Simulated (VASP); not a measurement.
Input of a VASP 6.6.1 run:

File INCAR:

```
PREC = Accurate
ENCUT = 520
EDIFF = 1E-6
ISMEAR = 0
SIGMA = 0.05
LREAL = F
LASPH = T
NELM = 80
ALGO = Normal
ISIF = 2
LWAVE = F
LCHARG = F
GGA = PS
NBANDS = 15
```

KPOINTS

```
regular mesh
0
Gamma
  6 6 6
```

Contents of POSCAR:

```
KBr
1.0
    0.0000000000      3.2925000000      3.4242000000
    3.2925000000      0.0000000000      3.4242000000
    3.2925000000      3.2925000000      0.0000000000
K Br
1 1
Direct
    0.0000000000      0.0000000000      0.0000000000
    0.5000000000      0.5000000000      0.5000000000
```

Potentials or basis: VASP PAW PBE potentials, release 64 (K_sv, Br).

Launch:

```console
$ cat potpaw_PBE.64/K_sv/POTCAR potpaw_PBE.64/Br/POTCAR > POTCAR
$ mpirun -np 1 vasp_std > vasp.out
```

(1) What does it give for the pressure?

(2) What does it give for the band gap on the k mesh?

## Answers

(1) -0.6 GPa.

(2) 4.20 eV, direct.

Caveat: the cell differs from its parent crystal (strain +0.000 along x and y, +0.040 along z); the PAW data sets were made with another functional, which shifts forces and pressure a little.
